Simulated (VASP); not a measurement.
# Tl12F (a cell with a defect): single point with LDA

System: Tl12F (a cell with a defect).

```
Tl F
1.0
     6.92000    0.00000    0.00000
    -5.19000    8.98934    0.00000
     0.00000    0.00000    5.53254
Tl F
12 1
Direct
  0.93063 0.98646 0.97179
  0.10260 0.24460 0.45630
  0.94433 0.33591 0.04524
  0.21216 0.52645 0.60227
  0.13117 0.68115 0.94230
  0.19079 0.93001 0.43233
  0.50998 0.00325 0.97983
  0.66789 0.25115 0.60336
  0.42335 0.26500 0.13108
  0.67042 0.60133 0.47719
  0.62801 0.67467 0.91789
  0.56489 0.86633 0.46776
  0.73254 0.47585 0.88184
```

```yaml
Program: VASP 6.6.1
Task: single point
Functional: LDA
Potentials_or_basis: VASP PAW LDA potentials, release 64 (Tl_d, F)
Cutoff: 520 eV
k_mesh: 3 × 2 × 3
Occupations: fermi-dirac, width 0.05 eV
Spin: no spin polarisation
Dipole_correction: no
Further_INCAR_settings: ALGO = Normal; EDIFF = 1e-06; NBANDS = 94
```

* Pressure: 4.8 GPa
* Largest force: 3.058 eV/Å
* Band gap on the k mesh: zero (an odd number of electrons rules out a gap without spin polarisation)

Forces on the atoms (eV/Å):
```
Tl   0.681  0.701 -0.085
Tl   0.257 -1.516  1.065
Tl   0.093  0.059  0.224
Tl  -0.375  0.067 -1.208
Tl  -0.958  0.899  1.153
Tl  -0.840 -0.280  0.321
Tl  -0.306  0.054 -0.080
Tl  -0.567  0.060 -0.695
Tl   0.587  0.237 -0.643
Tl   1.389 -0.530 -2.673
Tl  -0.335  0.076  2.719
Tl   0.446  0.181 -0.048
F   -0.072 -0.009 -0.050
```

Stress tensor (GPa, compression positive):
```
 5.06 -0.35 -1.70
-0.35  4.29  1.19
-1.70  1.19  4.97
```

Levels at points of the mesh, in eV from the Fermi level:
| k point | band 79 | band 80 | band 81 | band 82 | band 83 | band 84 | band 85 | band 86 |
| --- | --- | --- | --- | --- | --- | --- | --- | --- |
| (0.00, 0.00, 0.00) | -0.95 | -0.91 | -0.48 | -0.07 | 0.06 | 0.62 | 0.79 | 1.01 |
| (0.00, 0.50, 0.00) | -0.98 | -0.58 | -0.16 | -0.02 | 0.19 | 0.20 | 0.63 | 0.90 |

Run time: 11 min on 1 thread of AMD EPYC 7R43 64-Core Processor (Zen 3), on a shared host, peak memory 0.43 GiB.

Caveat: the k points lie up to 0.38 Å⁻¹ apart, too coarse for converged energies and pressures of a metal; spin-orbit coupling is left out, which moves the levels of the heavy elements.
